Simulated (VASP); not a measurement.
# Bi (Fm-3m) in VASP: relaxation of cell and atoms with PBE

Aim: the relaxation of cell and atoms of Bi with PBE.

All numbers are computed with VASP 6.6.1; they aren't measurements. Logs are shortened: lines on timing, memory, paths and dates and some standing lists are left out, and cuts for length are marked.

## Step 1: The cell of the first run

Symmetry: Fm-3m, No. 225, cubic system. Conventional cell: a = 5.084 Å, b = 5.084 Å, c = 5.084 Å, α = 90.00°, β = 90.00°, γ = 90.00°. Bi (site symmetry m-3m) has 12 Bi at 3.60 Å within 4.7 Å.

This isn't the form of Bi at room conditions, which is rhombohedral.

## Step 2: Relaxation of cell and atoms, PBE, non-collinear spin, zero start, spin-orbit coupling

The input, INCAR:

```
PREC     = Accurate       # precision mode
ENCUT    = 600            # plane-wave cutoff, eV
EDIFF    = 1E-6           # SCF threshold, eV
ISMEAR   = -1             # smearing method
SIGMA    = 0.05           # smearing width, eV
LREAL    = False          # projectors in reciprocal space
LASPH    = True           # aspherical terms in the spheres
NELM     = 150            # most SCF steps
ALGO     = Normal         # electronic algorithm
ISIF     = 3              # what is computed and relaxed
LWAVE    = False          # write WAVECAR
LCHARG   = False          # write CHGCAR
MAGMOM   = 0 0 0          # initial moments
LORBIT   = 11             # projections on sites
LSORBIT  = True           # spin-orbit coupling
GGA_COMPAT= False        
LORBMOM  = True         
GGA      = PE             # functional
IBRION   = 2              # ionic algorithm
NSW      = 45             # ionic steps
EDIFFG   = -0.005         # ionic threshold
```

The input, KPOINTS:

```
regular mesh
0
Gamma
  14 14 14
```

The input, POSCAR:

```
Bi
1.0
    0.0000000000      2.5421915406      2.5421915406
    2.5421915406      0.0000000000      2.5421915406
    2.5421915406      2.5421915406      0.0000000000
Bi
1
Direct
    0.0000000000      0.0000000000      0.0000000000
```

Potentials or basis: VASP PAW PBE potentials, release 64 (Bi_d).

The run is started by

```bash
$ cat potpaw_PBE.64/Bi_d/POTCAR > POTCAR
$ mpirun -np 1 vasp_ncl > vasp.out
```

OUTCAR:

```text
PREC = Accurate
   ENCUT = 600
   EDIFF = 1E-6
   ISMEAR = -1
   LREAL = False
   LASPH = True
   NELM = 150
   ISIF = 3
   LORBIT = 11
   LSORBIT = True
   GGA = PE
   IBRION = 2
   NSW = 45
   EDIFFG = -0.005

 ion  position               nearest neighbor table
   1  0.000  0.000  0.000-

  LATTYP: Found a face centered cubic cell.
 ALAT       =     5.0843830812

  Lattice vectors:

 A1 = (   0.0000000000,   2.5421915406,   2.5421915406)
 A2 = (   2.5421915406,   0.0000000000,   2.5421915406)
 A3 = (   2.5421915406,   2.5421915406,   0.0000000000)

Analysis of symmetry for initial positions (statically):
=====================================================================
 Subroutine PRICEL returns:
 Original cell was already a primitive cell.

 Routine SETGRP: Setting up the symmetry group for a
 face centered cubic supercell.

 Subroutine GETGRP returns: Found 48 space group operations
 (whereof 48 operations were pure point group operations)
 out of a pool of 48 trial point group operations.

The static configuration has the point symmetry O_h .

Analysis of symmetry for dynamics (positions and initial velocities):
=====================================================================
 Subroutine PRICEL returns:
 Original cell was already a primitive cell.

 Routine SETGRP: Setting up the symmetry group for a
 face centered cubic supercell.

 Subroutine GETGRP returns: Found 48 space group operations
 (whereof 48 operations were pure point group operations)
 out of a pool of 48 trial point group operations.

The dynamic configuration has the point symmetry O_h .

Analysis of structural, dynamic, and magnetic symmetry:
=====================================================================
 Subroutine PRICEL returns:
 Original cell was already a primitive cell.

 Routine SETGRP: Setting up the symmetry group for a
 face centered cubic supercell.

 Subroutine GETGRP returns: Found 48 space group operations
 (whereof 48 operations were pure point group operations)
 out of a pool of 48 trial point group operations.

The overall configuration has the point symmetry O_h .

 Subroutine INISYM returns: Found 48 space group operations
 (whereof 48 operations are pure point group operations),
 and found     1 'primitive' translations

----------------------------------------------------------------------------------------

                                     Primitive cell

  volume of cell :      32.8590

  direct lattice vectors                    reciprocal lattice vectors
     0.000000000  2.542191541  2.542191541    -0.196680695  0.196680695  0.196680695
     2.542191541  0.000000000  2.542191541     0.196680695 -0.196680695  0.196680695
     2.542191541  2.542191541  0.000000000     0.196680695  0.196680695 -0.196680695

  length of vectors
     3.595201755  3.595201755  3.595201755     0.340660957  0.340660957  0.340660957

  position of ions in fractional coordinates (direct lattice)
     0.000000000  0.000000000  0.000000000

  ion indices of the primitive-cell ions
   primitive index   ion index
                 1           1

----------------------------------------------------------------------------------------

 KPOINTS: regular mesh

Automatic generation of k-mesh.
 Grid dimensions read from file:
 generate k-points for:   14   14   14

 Generating k-lattice:

  Cartesian coordinates                     Fractional coordinates (reciprocal lattice)
    -0.014048621  0.014048621  0.014048621     0.071428571  0.000000000  0.000000000
     0.014048621 -0.014048621  0.014048621     0.000000000  0.071428571  0.000000000
     0.014048621  0.014048621 -0.014048621     0.000000000  0.000000000  0.071428571

  Length of vectors
     0.024332926  0.024332926  0.024332926

  Shift w.r.t. Gamma in fractional coordinates (k-lattice)
     0.000000000  0.000000000  0.000000000

 Subroutine IBZKPT returns following result:
 ===========================================

 Found    104 irreducible k-points:

 Following reciprocal coordinates:
            Coordinates               Weight
  0.000000  0.000000  0.000000      1.000000
[... 43 lines left out ...]
   LREAL  =      F    real-space projection
   EDIFFG = -.5E-02   stopping-criterion for IOM
   NSW    =     45    number of steps for IOM
   IBRION =      2    ionic relax: 0-MD 1-quasi-New 2-CG
   NFREE  =      1    steps in history (QN), initial steepest desc. (CG)
   ISIF   =      3    stress and relaxation
   ISYM   =      2    0-nonsym 1-usesym 2-fastsym
   POTIM  = 0.5000    time-step for ionic-motion
   TEBEG  =    0.0;   TEEND  =   0.0 temperature during run
   PSTRESS=    0.0 pullay stress
   NELECT =      15.0000    total number of electrons
   NUPDOWN=      -1.0000    fix difference up-down
   EMIN   =  10.00;   EMAX   =-10.00  energy-range for DOS
   EFERMI =   0.00;   METHOD = LEGACY
   ISMEAR =    -1;   SIGMA  =   0.05  broadening in eV -4-tet -1-fermi 0-gaus
   EFERMI_NEDOS =   21; number of points for ismear=-14 and -15
   IALGO  =     38    algorithm
   IMIX   =      4    mixing-type and parameters
     AMIX     =   0.40;   BMIX     =  1.00
     AMIX_MAG =   1.60;   BMIX_MAG =  1.00
  volume/ion in A,a.u.               =      32.86       221.74
  Fermi-wavevector in a.u.,A,eV,Ry     =   1.260531  2.382059 21.618831  1.588939
  Thomas-Fermi vector in A             =   2.394036
   LORBIT       =     11    0 simple, 1 ext, 2 COOP (PROOUT), +10 PAW based schemes
   GGA     = PE    functional components
   LHFCALC =     F    Hartree Fock is set to
   AEXX    =    0.0000 exact exchange contribution
   IVDW    =     0    specifies the selected vdW correction
   LEPSILON=     F    determine dielectric tensor
   LRPA    =     F    only Hartree local field effects (RPA)
 conjugate gradient relaxation of ions
  energy-cutoff  :      600.00
  volume of cell :       32.86
 maximum number of plane-waves:      2234
 NGX is ok and might be reduce to    30
   NGX = 15   NGY = 15   NGZ = 15

--------------------------------------- Ionic step        1  -------------------------------------------

 number of electron      15.0000000 magnetization       0.0000000      0.0000000      0.0000000

 number of electron      15.0000003 magnetization      -0.0000000      0.0000000      0.0000000

 number of electron      15.0000003 magnetization       0.0000000     -0.0000000     -0.0000000

 Free energy of the ion-electron system (eV)
  ---------------------------------------------------
  ext. energy  EPLUGINS =         0.00000000
  ---------------------------------------------------
  free energy    TOTEN  =        -4.55677215 eV

  energy without entropy =       -4.55000624  energy(sigma->0) =       -4.55338920

 E-fermi :   7.2575     XC(G=0):  -9.9997

 val. band max:        7.2446647866   @ k =   0.2143   0.2143   0.0000
 cond. band min:       7.2735035210   @ k =  -0.4286   0.2143   0.0714
 fundamental gap:      0.0288387344
 Fermi energy:         7.2575303823

 k-point     1 :       0.0000    0.0000    0.0000
  band No.  band energies     occupation
      1     -17.2701      1.00000
      2     -17.2701      1.00000
      3     -17.2701      1.00000
      4     -17.2701      1.00000
      5     -14.3362      1.00000
      6     -14.3362      1.00000
[... 693 lines left out ...]
  FREE ENERGIE OF THE ION-ELECTRON SYSTEM (eV)
  ---------------------------------------------------
  free  energy   TOTEN  =        -4.5569336118 eV

  energy  without entropy=       -4.5502511760  energy(sigma->0) =       -4.55359239

[... ionic steps 4 to 10 ...]

--------------------------------------- Ionic step       11  -------------------------------------------

 number of electron      15.0000003 magnetization       0.0000000      0.0000000      0.0000000

 number of electron      15.0000003 magnetization       0.0000000     -0.0000000      0.0000000
[... 75 lines left out ...]
 number of electron      15.0000003 magnetization       0.0000000     -0.0000000      0.0000000

 number of electron      15.0000003 magnetization       0.0000000     -0.0000000     -0.0000000

 Free energy of the ion-electron system (eV)
  ---------------------------------------------------
  ext. energy  EPLUGINS =         0.00000000
  ---------------------------------------------------
  free energy    TOTEN  =        -4.55693216 eV

  energy without entropy =       -4.55024257  energy(sigma->0) =       -4.55358737

 E-fermi :   7.3242     XC(G=0): -10.0263

 val. band max:        7.2948451698   @ k =   0.4286   0.3571   0.0000
 cond. band min:       7.3261749486   @ k =   0.2143   0.2143   0.0000
 fundamental gap:      0.0313297788
 Fermi energy:         7.3242065648

 k-point     1 :       0.0000    0.0000    0.0000
  band No.  band energies     occupation
      1     -17.2086      1.00000
      2     -17.2086      1.00000
      3     -17.2086      1.00000
      4     -17.2086      1.00000
      5     -14.2755      1.00000
      6     -14.2755      1.00000
[... 619 lines left out ...]
  FREE ENERGIE OF THE ION-ELECTRON SYSTEM (eV)
  ---------------------------------------------------
  free  energy   TOTEN  =        -4.5569321642 eV

  energy  without entropy=       -4.5502425688  energy(sigma->0) =       -4.55358737

 reached required accuracy - stopping structural energy minimisation

 orbital moment (x)

 # of ion     p       d       tot
 ----------------------------------------
  1         0.000   0.000   0.000
 ----------------------------------------
            0.000   0.000   0.000

 orbital moment (y)

 # of ion     p       d       tot
 ----------------------------------------
  1        -0.000  -0.000  -0.000
 ----------------------------------------
           -0.000  -0.000  -0.000

 orbital moment (z)

 # of ion     p       d       tot
 ----------------------------------------
  1         0.000  -0.000  -0.000
 ----------------------------------------
            0.000  -0.000  -0.000

 Spin-Orbit-Coupling matrix elements

 Ion:    1  E_soc:     -1.7854135
 l=   1
     0.0000000    -0.2314755    -0.2314755
    -0.2314755     0.0000000    -0.2314755
    -0.2314755    -0.2314755     0.0000000
 l=   2
     0.0000000    -0.0133481     0.0000000    -0.0133481    -0.0527453
    -0.0133481     0.0000000    -0.0395590    -0.0133481    -0.0131863
     0.0000000    -0.0395590     0.0000000    -0.0395590     0.0000000
    -0.0133481    -0.0133481    -0.0395590     0.0000000    -0.0131863
    -0.0527453    -0.0131863     0.0000000    -0.0131863     0.0000000
 l=   3
     0.0000000     0.0000000     0.0000000     0.0000000     0.0000000     0.0000000     0.0000000
     0.0000000     0.0000000     0.0000000     0.0000000     0.0000000     0.0000000     0.0000000
     0.0000000     0.0000000     0.0000000     0.0000000     0.0000000     0.0000000     0.0000000
     0.0000000     0.0000000     0.0000000     0.0000000     0.0000000     0.0000000     0.0000000
     0.0000000     0.0000000     0.0000000     0.0000000     0.0000000     0.0000000     0.0000000
     0.0000000     0.0000000     0.0000000     0.0000000     0.0000000     0.0000000     0.0000000
     0.0000000     0.0000000     0.0000000     0.0000000     0.0000000     0.0000000     0.0000000

 total charge

# of ion       s       p       d       tot
------------------------------------------
    1        1.552   1.249   9.917  12.718

 magnetization (x)

# of ion       s       p       d       tot
------------------------------------------
    1        0.000   0.000  -0.000  -0.000

 magnetization (y)

# of ion       s       p       d       tot
------------------------------------------
    1        0.000   0.000  -0.000   0.000

 magnetization (z)

# of ion       s       p       d       tot
------------------------------------------
    1       -0.000   0.000  -0.000  -0.000
```

It took 24 min on 1 thread of Oxide Virtual Turin-like, shared host; peak memory 0.33 GiB.

Results:

| Quantity | Value |
| --- | --- |
| Free energy | -4.5569 eV |
| Relaxed volume | 32.68 Å³/atom |
| Relaxed cell | a = 3.589 Å, b = 3.589 Å, c = 3.589 Å, α = 60.00°, β = 60.00°, γ = 60.00° |
| Space group after relaxing (to 0.1 Å) | Fm-3m (No. 225) |
| Energy gained by relaxing | 0.2 meV/atom |
| Ionic steps | 13 |
| Pressure after relaxing | 0.0 GPa |
| Net moment | 0.00 μB per cell |
| Valence electrons inside the program's atomic spheres | Bi 12.72 |

The path:
```csv
step,energy change (eV),largest force (eV/Å),pressure (GPa),volume (Å³)
1,0.0000,0.0000,-0.25,32.86
2,-0.0002,0.0000,0.07,32.61
3,-0.0002,0.0000,0.11,32.66
4,-0.0001,0.0000,0.07,32.72
5,-0.0001,0.0000,-0.05,32.80
6,-0.0001,0.0000,-0.24,32.77
7,-0.0001,0.0000,-0.16,32.73
8,-0.0001,0.0000,-0.10,32.73
9,-0.0002,0.0000,-0.12,32.69
10,-0.0001,0.0000,0.12,32.59
11,-0.0002,0.0000,0.15,32.64
12,-0.0002,0.0000,0.08,32.67
13,-0.0002,0.0000,0.02,32.68
```

Final structure:
```
CELL_PARAMETERS angstrom
0.00000 2.53748 2.53748
2.53748 0.00000 2.53748
2.53748 2.53748 0.00000
ATOMIC_POSITIONS crystal
Bi 0.00000 0.00000 0.00000
```

Moments on the atoms (μB; x, y, z):
```
Bi  0.00 0.00 0.00
```
